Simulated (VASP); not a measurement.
# Nb in VASP: further runs

The runs below take Nb through single point, with PBEsol.

Everything below comes from runs of VASP 6.6.1. Logs are shortened: lines on timing, memory, paths and dates and some standing lists are left out, and cuts for length are marked.

**1. The cell of the first run**

The structure is cubic, space group Fm-3m (No. 225). The conventional cell has a = 4.103 Å, b = 4.103 Å, c = 4.103 Å, α = 90.00°, β = 90.00°, γ = 90.00°. Within 3.8 Å of Nb (site symmetry m-3m) lie 12 Nb at 2.90 Å.

**2. Single point, PBEsol (strain -0.030 along x and y, -0.030 along z)**

File INCAR:

```
PREC = Accurate
ENCUT = 520
EDIFF = 1E-6
ISMEAR = 0
SIGMA = 0.15
LREAL = False
LASPH = True
NELM = 60
ALGO = Normal
ISIF = 2
LWAVE = False
LCHARG = False
GGA = PS
NBANDS = 12
```

File KPOINTS:

```
regular mesh
0
Gamma
  20 20 20
```

File POSCAR:

```
Nb
1.0
    0.0000000000      2.0515500000      2.0515500000
    2.0515500000      0.0000000000      2.0515500000
    2.0515500000      2.0515500000      0.0000000000
Nb
1
Direct
    0.0000000000      0.0000000000      0.0000000000
```

Potentials or basis: VASP PAW PBE potentials, release 64 (Nb_sv).

The run is started by

```bash
$ cat potpaw_PBE.64/Nb_sv/POTCAR > POTCAR
$ mpirun -np 1 vasp_std > vasp.out
```

OUTCAR:

```text
PREC = Accurate
   ENCUT = 520
   EDIFF = 1E-6
   ISMEAR = 0
   LREAL = False
   LASPH = True
   NELM = 60
   ISIF = 2
   GGA = PS

 ion  position               nearest neighbor table
   1  0.000  0.000  0.000-

  LATTYP: Found a face centered cubic cell.
 ALAT       =     4.1031000000

  Lattice vectors:

 A1 = (   0.0000000000,   2.0515500000,   2.0515500000)
 A2 = (   2.0515500000,   0.0000000000,   2.0515500000)
 A3 = (   2.0515500000,   2.0515500000,   0.0000000000)

Analysis of symmetry for initial positions (statically):
=====================================================================
 Subroutine PRICEL returns:
 Original cell was already a primitive cell.

 Routine SETGRP: Setting up the symmetry group for a
 face centered cubic supercell.

 Subroutine GETGRP returns: Found 48 space group operations
 (whereof 48 operations were pure point group operations)
 out of a pool of 48 trial point group operations.

The static configuration has the point symmetry O_h .

Analysis of symmetry for dynamics (positions and initial velocities):
=====================================================================
 Subroutine PRICEL returns:
 Original cell was already a primitive cell.

 Routine SETGRP: Setting up the symmetry group for a
 face centered cubic supercell.

 Subroutine GETGRP returns: Found 48 space group operations
 (whereof 48 operations were pure point group operations)
 out of a pool of 48 trial point group operations.

The dynamic configuration has the point symmetry O_h .

 Subroutine INISYM returns: Found 48 space group operations
 (whereof 48 operations are pure point group operations),
 and found     1 'primitive' translations

----------------------------------------------------------------------------------------

                                     Primitive cell

  volume of cell :      17.2694

  direct lattice vectors                    reciprocal lattice vectors
     0.000000000  2.051550000  2.051550000    -0.243718164  0.243718164  0.243718164
     2.051550000  0.000000000  2.051550000     0.243718164 -0.243718164  0.243718164
     2.051550000  2.051550000  0.000000000     0.243718164  0.243718164 -0.243718164

  length of vectors
     2.901329834  2.901329834  2.901329834     0.422132243  0.422132243  0.422132243

  position of ions in fractional coordinates (direct lattice)
     0.000000000  0.000000000  0.000000000

  ion indices of the primitive-cell ions
   primitive index   ion index
                 1           1

----------------------------------------------------------------------------------------

 KPOINTS: regular mesh

Automatic generation of k-mesh.
 Grid dimensions read from file:
 generate k-points for:   20   20   20

 Generating k-lattice:

  Cartesian coordinates                     Fractional coordinates (reciprocal lattice)
    -0.012185908  0.012185908  0.012185908     0.050000000  0.000000000  0.000000000
     0.012185908 -0.012185908  0.012185908     0.000000000  0.050000000  0.000000000
     0.012185908  0.012185908 -0.012185908     0.000000000  0.000000000  0.050000000

  Length of vectors
     0.021106612  0.021106612  0.021106612

  Shift w.r.t. Gamma in fractional coordinates (k-lattice)
     0.000000000  0.000000000  0.000000000

 Subroutine IBZKPT returns following result:
 ===========================================

 Found    256 irreducible k-points:

 Following reciprocal coordinates:
            Coordinates               Weight
  0.000000  0.000000  0.000000      1.000000
  0.050000  0.000000  0.000000      8.000000
  0.100000  0.000000  0.000000      8.000000
  0.150000  0.000000  0.000000      8.000000
  0.200000  0.000000  0.000000      8.000000
  0.250000  0.000000  0.000000      8.000000
[... 16 lines left out ...]
 -0.400000  0.050000  0.000000     24.000000
 -0.350000  0.050000  0.000000     24.000000
 [... further k-points ...]
   k-points           NKPTS =    256   k-points in BZ     NKDIM =    256   number of bands    NBANDS=     12
   number of dos      NEDOS =    301   number of ions     NIONS =      1
   total plane-waves  NPLWV =  13824
   dimension x,y,z NGX =    24 NGY =   24 NGZ =   24
   dimension x,y,z NGXF=    48 NGYF=   48 NGZF=   48
   ions per type =               1
   NGX,Y,Z   is equivalent  to a cutoff of  13.75, 13.75, 13.75 a.u.
   NGXF,Y,Z  is equivalent  to a cutoff of  27.50, 27.50, 27.50 a.u.
 SYSTEM =  unknown system
   PREC   = accura    normal or accurate (medium, high low for compatibility)
   ISTART =      0    job   : 0-new  1-cont  2-samecut
   ICHARG =      2    charge: 1-file 2-atom 10-const
   ISPIN  =      1    spin polarized calculation?
   LNONCOLLINEAR =      F non collinear calculations
   LSORBIT =      F    spin-orbit coupling
   LASPH  =      T    aspherical Exc in radial PAW
   ENCUT  =  520.0 eV  38.22 Ry    6.18 a.u.   5.39  5.39  5.39*2*pi/ulx,y,z
   NELM   =     60;   NELMIN=  2; NELMDL= -5     # of ELM steps
   EDIFF  = 0.1E-05   stopping-criterion for ELM
   LREAL  =      F    real-space projection
   EDIFFG = 0.1E-04   stopping-criterion for IOM
   NSW    =      0    number of steps for IOM
   IBRION =     -1    ionic relax: 0-MD 1-quasi-New 2-CG
   NFREE  =      0    steps in history (QN), initial steepest desc. (CG)
   ISIF   =      2    stress and relaxation
   ISYM   =      2    0-nonsym 1-usesym 2-fastsym
   POTIM  = 0.5000    time-step for ionic-motion
   TEBEG  =    0.0;   TEEND  =   0.0 temperature during run
   PSTRESS=    0.0 pullay stress
   NELECT =      13.0000    total number of electrons
   NUPDOWN=      -1.0000    fix difference up-down
   EMIN   =  10.00;   EMAX   =-10.00  energy-range for DOS
   EFERMI =   0.00;   METHOD = LEGACY
   ISMEAR =     0;   SIGMA  =   0.15  broadening in eV -4-tet -1-fermi 0-gaus
   EFERMI_NEDOS =   21; number of points for ismear=-14 and -15
   IALGO  =     38    algorithm
   IMIX   =      4    mixing-type and parameters
     AMIX     =   0.40;   BMIX     =  1.00
     AMIX_MAG =   1.60;   BMIX_MAG =  1.00
  volume/ion in A,a.u.               =      17.27       116.54
  Fermi-wavevector in a.u.,A,eV,Ry     =   1.489237  2.814250 30.175370  2.217827
  Thomas-Fermi vector in A             =   2.602171
   LORBIT       =      0    0 simple, 1 ext, 2 COOP (PROOUT), +10 PAW based schemes
   GGA     = PS    functional components
   LHFCALC =     F    Hartree Fock is set to
   AEXX    =    0.0000 exact exchange contribution
   IVDW    =     0    specifies the selected vdW correction
   LEPSILON=     F    determine dielectric tensor
   LRPA    =     F    only Hartree local field effects (RPA)
 non-spin polarized calculation
 Gauss-broadening in eV      SIGMA  =   0.15
  energy-cutoff  :      520.00
  volume of cell :       17.27
 maximum number of plane-waves:       483
 NGX is ok and might be reduce to    24
   NGX = 11   NGY = 11   NGZ = 11

 number of electron      12.9999999 magnetization

 Free energy of the ion-electron system (eV)
  ---------------------------------------------------
  ext. energy  EPLUGINS =         0.00000000
  ---------------------------------------------------
  free energy    TOTEN  =       -10.59108700 eV

  energy without entropy =      -10.57503553  energy(sigma->0) =      -10.58306127

 E-fermi :  12.0337     XC(G=0): -12.8506

 val. band max:       12.0254188259   @ k =  -0.3500   0.3500   0.0500
 cond. band min:      12.0350766401   @ k =  -0.2000   0.1500   0.0500
 fundamental gap:      0.0096578143
 Fermi energy:        12.0337380165

 k-point     1 :       0.0000    0.0000    0.0000
  band No.  band energies     occupation
      1     -42.5839      2.00000
      2     -17.8126      2.00000
      3     -17.8126      2.00000
      4     -17.8126      2.00000
      5       5.5880      2.00000
      6      12.0678      0.74786
      7      12.0678      0.74786
      8      12.0678      0.74785
      9      14.9805      0.00000
     10      14.9805      0.00000
     11      23.9363      0.00000
     12      29.0512      0.00000

 k-point     2 :       0.0500    0.0000    0.0000
  band No.  band energies     occupation
      1     -42.5774      2.00000
      2     -17.8540      2.00000
      3     -17.8176      2.00000
      4     -17.8176      2.00000
      5       5.6917      2.00000
      6      11.9837      1.36279
      7      12.1165      0.43528
      8      12.1165      0.43528
      9      14.9330      0.00000
     10      14.9330      0.00000
     11      24.1500      0.00000
     12      28.6147      0.00000

 k-point     3 :       0.1000    0.0000    0.0000
  band No.  band energies     occupation
      1     -42.5584      2.00000
      2     -17.9730      2.00000
      3     -17.8320      2.00000
      4     -17.8320      2.00000
      5       5.9911      2.00000
      6      11.7641      1.98900
      7      12.2474      0.04400
      8      12.2474      0.04400
      9      14.8185      0.00000
     10      14.8185      0.00000
     11      24.7382      0.00000
     12      27.7078      0.00000
[... 286 lines left out ...]
 k-point    23 :      -0.4000    0.0500    0.0000
  band No.  band energies     occupation
      1     -42.3256      2.00000
      2     -19.2640      2.00000
      3     -18.0374      2.00000
      4     -17.9942      2.00000
      5       7.9827      2.00000
      6      11.8283      1.94726
      7      11.9985      1.26020
      8      12.9910      0.00000
      9      16.5552      0.00000
     10      17.2526      0.00000
     11      23.3291      0.00000
     12      25.3131      0.00000

 k-point    24 :      -0.3500    0.0500    0.0000
  band No.  band energies     occupation
      1     -42.3529      2.00000
      2     -19.1221      2.00000
      3     -18.0228      2.00000
      4     -17.9693      2.00000
      5       8.0095      2.00000
      6      11.9871      1.34010
      7      12.1348      0.34066
      8      12.3027      0.01122
      9      15.9463      0.00000
     10      16.7856      0.00000
     11      23.5157      0.00000
     12      26.5970      0.00000

 [... further k-points ...]
[... 5 lines left out ...]
  --------------------------------------------------------------------------------------
  -------------------------------------------------------------------------------------
  Total        0.9645846      0.9645846      0.9645846      0.0000000      0.0000000      0.0000000
  in kB       89.4900211     89.4900211     89.4900211      0.0000000      0.0000000      0.0000000
  external PRESSURE =      89.4900211 kB  Pullay stress =       0.0000000 kB

 VOLUME and BASIS-vectors are now :
 -----------------------------------------------------------------------------
  energy-cutoff  :      520.00
  volume of cell :       17.27
      direct lattice vectors                 reciprocal lattice vectors
     0.000000000  2.051550000  2.051550000    -0.243718164  0.243718164  0.243718164
     2.051550000  0.000000000  2.051550000     0.243718164 -0.243718164  0.243718164
     2.051550000  2.051550000  0.000000000     0.243718164  0.243718164 -0.243718164

 POSITION                                       TOTAL-FORCE (eV/Angst)
 -----------------------------------------------------------------------------------
      0.00000      0.00000      0.00000        -0.000000     -0.000000      0.000000
 -----------------------------------------------------------------------------------
    total drift:                               -0.000000     -0.000000      0.000000

  FREE ENERGIE OF THE ION-ELECTRON SYSTEM (eV)
  ---------------------------------------------------
  free  energy   TOTEN  =       -10.5910870007 eV

  energy  without entropy=      -10.5750355321  energy(sigma->0) =      -10.58306127
```

It took 63 s on 1 thread of AMD EPYC 7R43 (Zen 3), shared host; peak memory 0.14 GiB.

Results:

```yaml
Free_energy: -10.5911 eV
Pressure: 8.9 GPa
```

Levels at points of the mesh, in eV from the Fermi level:
```
           k point  band 3  band 4  band 5  band 6  band 7  band 8  band 9  band 10
(0.00, 0.00, 0.00)  -29.85  -29.85   -6.45    0.03    0.03    0.03    2.95     2.95
(0.50, 0.00, 0.00)  -30.05  -30.05   -4.18   -0.19   -0.19    1.70    5.18     5.18
(0.50, 0.50, 0.00)  -30.40  -30.40   -4.55   -3.76    4.11    5.16    5.84     5.84
```

Caveat: the cell differs from its parent crystal (strain -0.030 along x and y, -0.030 along z); the PAW data sets were made with another functional, which shifts forces and pressure a little.

**3. Single point, PBEsol (strain +0.030 along x and y, +0.030 along z)**

File INCAR:

```
PREC     = Accurate       # precision mode
ENCUT    = 520            # plane-wave cutoff, eV
EDIFF    = 1E-6           # SCF threshold, eV
ISMEAR   = 0              # smearing method
SIGMA    = 0.15           # smearing width, eV
LREAL    = F              # projectors in reciprocal space
LASPH    = T              # aspherical terms in the spheres
NELM     = 80             # most SCF steps
ALGO     = Normal         # electronic algorithm
ISIF     = 2              # what is computed and relaxed
LWAVE    = F              # write WAVECAR
LCHARG   = F              # write CHGCAR
GGA      = PS             # functional
NBANDS   = 12             # bands
```

File KPOINTS:

```
Automatic mesh
0
Gamma
  20 20 20
```

File POSCAR:

```
Nb
1.0
    0.0000000000      2.1784500000      2.1784500000
    2.1784500000      0.0000000000      2.1784500000
    2.1784500000      2.1784500000      0.0000000000
Nb
1
Direct
    0.0000000000      0.0000000000      0.0000000000
```

Potentials or basis: VASP PAW PBE potentials, release 64 (Nb_sv).

The run is started by

```bash
$ cat potpaw_PBE.64/Nb_sv/POTCAR > POTCAR
$ mpirun -np 1 vasp_std > vasp.out
```

It took 68 s on 1 thread of AMD EPYC 7R43 (Zen 3), shared host; peak memory 0.14 GiB.

It converged, with:

| Item | Value |
| --- | --- |
| Free energy | -10.4531 eV |
| Pressure | -18.2 GPa |

Levels at points of the mesh, in eV from the Fermi level:
```tsv
k point	band 3	band 4	band 5	band 6	band 7	band 8	band 9	band 10
(0.00, 0.00, 0.00)	-30.39	-30.39	-5.99	0.15	0.15	0.15	2.40	2.40
(0.50, 0.00, 0.00)	-30.51	-30.51	-3.50	-0.01	-0.01	1.06	4.12	4.12
(0.50, 0.50, 0.00)	-30.70	-30.70	-3.57	-2.88	3.06	4.09	4.61	4.61
```

Caveat: the cell differs from its parent crystal (strain +0.030 along x and y, +0.030 along z); the PAW data sets were made with another functional, which shifts forces and pressure a little.

**4. Single point, PBEsol (strain -0.015 along x and y, -0.030 along z)**

File INCAR:

```
SYSTEM = Nb
PREC     = Accurate       ! precision mode
ENCUT    = 520            ! plane-wave cutoff, eV
EDIFF    = 1E-6           ! SCF threshold, eV
ISMEAR   = 0              ! smearing method
SIGMA    = 0.15           ! smearing width, eV
LREAL    = .FALSE.        ! projectors in reciprocal space
LASPH    = .TRUE.         ! aspherical terms in the spheres
NELM     = 100            ! most SCF steps
ALGO     = Fast           ! electronic algorithm
ISIF     = 2              ! what is computed and relaxed
LWAVE    = .FALSE.        ! write WAVECAR
LCHARG   = .FALSE.        ! write CHGCAR
GGA      = PS             ! functional
NBANDS   = 12             ! bands
```

File KPOINTS:

```
regular mesh
0
G
  20 20 20
  0 0 0
```

File POSCAR:

```
Nb
1.0
    0.0000000000      2.0832750000      2.0515500000
    2.0832750000      0.0000000000      2.0515500000
    2.0832750000      2.0832750000      0.0000000000
Nb
1
Direct
    0.0000000000      0.0000000000      0.0000000000
```

The run is started by

```bash
$ cat potpaw_PBE.64/Nb_sv/POTCAR > POTCAR
$ mpirun -np 1 vasp_std > vasp.out
```

Wall time 5.3 min (1 thread of AMD EPYC 7R43 (Zen 3), shared host); peak memory 0.21 GiB.

It converged, with:

| Property | Result |
| --- | --- |
| Free energy | -10.6141 eV |
| Pressure | 2.9 GPa |

Stress tensor (GPa, compression positive):
```
 4.50  0.00  0.00
 0.00  4.50  0.00
 0.00  0.00 -0.44
```

Levels at points of the mesh, in eV from the Fermi level:
```
           k point  band 2  band 3  band 4  band 5  band 6  band 7  band 8  band 9  band 10  band 11
(0.00, 0.00, 0.00)  -29.94  -29.94  -29.94   -6.38    0.00    0.00    0.19    2.72     2.98    11.88
(0.50, 0.00, 0.00)  -31.36  -30.14  -30.11   -4.06   -0.25   -0.05    1.57    4.94     5.05    11.19
(0.50, 0.50, 0.00)  -31.26  -30.46  -30.46   -4.38   -3.62    4.09    4.96    5.62     5.62    11.51
(0.50, 0.00, 0.50)  -31.26  -30.45  -30.41   -4.37   -3.58    3.80    4.97    5.52     5.71    11.59
```

Caveat: the cell differs from its parent crystal (strain -0.015 along x and y, -0.030 along z); the PAW data sets were made with another functional, which shifts forces and pressure a little.

**5. Single point, PBEsol (strain +0.000 along x and y, -0.030 along z)**

File INCAR:

```
SYSTEM = Nb
ALGO = Fast ; EDIFF = 1E-7
ENCUT = 520 ; GGA = PS
ISIF = 2 ; ISMEAR = 0
LASPH = .True. ; LCHARG = .True.
LELF = .True. ; LREAL = .False.
LVHAR = .True. ; LWAVE = .False.
NBANDS = 12 ; NELM = 100
PREC = Accurate ; SIGMA = 0.15
```

File KPOINTS:

```
k-points
0
Gamma
  20 20 20
  0 0 0
```

File POSCAR:

```
Nb
1.0
    0.0000000000      2.1150000000      2.0515500000
    2.1150000000      0.0000000000      2.0515500000
    2.1150000000      2.1150000000      0.0000000000
Nb
1
Direct
    0.0000000000      0.0000000000      0.0000000000
```

The run is started by

```bash
$ cat potpaw_PBE.64/Nb_sv/POTCAR > POTCAR
$ mpirun -np 1 vasp_std > vasp.out
```

Wall time 5.7 min (1 thread of AMD EPYC 7R43 (Zen 3), shared host); peak memory 0.21 GiB.

The run converged. Its results:

* Free energy: -10.6228 eV
* Pressure: -2.6 GPa

Stress tensor (GPa, compression positive):
```
 0.34  0.00  0.00
 0.00  0.34  0.00
 0.00  0.00 -8.39
```

Levels at points of the mesh, in eV from the Fermi level:
```
           k point  band 2  band 3  band 4  band 5  band 6  band 7  band 8  band 9  band 10  band 11
(0.00, 0.00, 0.00)  -30.03  -30.03  -30.03   -6.30   -0.02   -0.02    0.34    2.52     3.00    11.87
(0.50, 0.00, 0.00)  -31.32  -30.22  -30.17   -3.93   -0.30    0.10    1.46    4.70     4.93    10.77
(0.50, 0.50, 0.00)  -31.23  -30.52  -30.52   -4.20   -3.47    4.08    4.78    5.42     5.42    11.13
(0.50, 0.00, 0.50)  -31.23  -30.50  -30.42   -4.18   -3.40    3.53    4.78    5.23     5.57    11.32
```

Caveat: the cell differs from its parent crystal (strain +0.000 along x and y, -0.030 along z); the PAW data sets were made with another functional, which shifts forces and pressure a little.

**6. The runs side by side**

```csv
cell,gap on the mesh (eV),pressure (GPa)
"a = 2.901 Å, angles 60.0°, 1 atom",none,8.9
"a = 3.081 Å, angles 60.0°, 1 atom",none,-18.2
"a = 2.924, b = 2.924, c = 2.946 Å, angles 59.7, 59.7, 60.5°, 1 atom",none,2.9
"a = 2.947, b = 2.947, c = 2.991 Å, angles 59.5, 59.5, 61.0°, 1 atom",none,-2.6
```

Alike in all rows: task single point; level PBEsol; potentials or basis VASP PAW PBE potentials, release 64 (Nb_sv); no spin polarisation; k mesh 20 × 20 × 20; cutoff (eV) 520; smearing gaussian 0.15 eV.

Caveats: the PAW data sets were made with another functional, which shifts forces and pressure a little.

Absolute energies hang on the potentials; compare differences alone.
